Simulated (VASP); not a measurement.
Se: single point with PBEsol

Crystal: Se.

```
CELL_PARAMETERS angstrom
-1.38733 1.38733 1.38733
1.38733 -1.38733 1.38733
1.38733 1.38733 -1.38733
ATOMIC_POSITIONS crystal
Se 0.00000 0.00000 0.00000
```

This isn't the form of Se at room conditions, which is trigonal, of chains.

- Program: VASP 6.6.1
- Task: single point
- Functional: PBEsol
- Potentials or basis: VASP PAW PBE potentials, release 64 (Se)
- Cutoff: 520 eV
- k mesh: 22 × 22 × 22
- Occupations: gaussian, width 0.3 eV
- Spin: no spin polarisation

| Quantity | Value |
| --- | --- |
| Pressure | 188.5 GPa |
| Band gap on the k mesh | zero (bands 3 and 4 overlap by 15.87 eV) |

Levels at points of the mesh, in eV from the Fermi level:
| k point | band 1 | band 2 | band 3 | band 4 | band 5 | band 6 | band 7 |
| --- | --- | --- | --- | --- | --- | --- | --- |
| (0.00, 0.00, 0.00) | -24.64 | 8.04 | 8.04 | 8.04 | 14.23 | 14.23 | 14.23 |
| (0.50, 0.00, 0.00) | -15.83 | -13.79 | 0.61 | 4.13 | 7.24 | 8.24 | 22.55 |
| (0.50, 0.50, 0.50) | -7.55 | -6.65 | -6.65 | -6.65 | -0.05 | -0.05 | 30.99 |

Wall time 14 s on 1 thread of AMD EPYC 9R45 (Zen 5) (shared host), peak memory 0.11 GiB.

Caveat: the cell stands under pressure; so wide a smearing shifts energies and pressures; the PAW data sets were made with another functional, which shifts forces and pressure a little.
